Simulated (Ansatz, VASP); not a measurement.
Two plane-wave programs on In

```
In
1.0
    -1.93558    1.93558    1.78074
     1.93558   -1.93558    1.78074
     1.93558    1.93558   -1.78074
In
1
Cartesian
  0.0000 0.0000 0.0000
```

Alike in both runs: task single point; functional PBEsol; k mesh 20 × 20 × 20; occupations gaussian, width 0.15 eV; no spin polarisation.

|  | VASP | Ansatz |
| --- | --- | --- |
| version | VASP 6.6.1 | Ansatz 0.2.0 |
| potentials or method | VASP PAW PBE potentials, release 64 (In_d), cutoff 520 eV | scalar-relativistic, plane waves, PAW |
| valence electrons in the cell | 13 | 13 |

```csv
,VASP,Ansatz,Ansatz less VASP
gap on the k mesh at the Fermi level (eV),none,none,-
pressure (GPa),-1.4,-1.4,0.00
"traceless stress, the component that is largest in VASP (GPa)",0.10,0.10,-0.002
```

VASP's potentials were made for PBE, not for PBEsol. A gap of «none» marks a metal or a gap that the smearing closes. With one functional, cell and mesh, what is left measures potentials, basis and numerics.
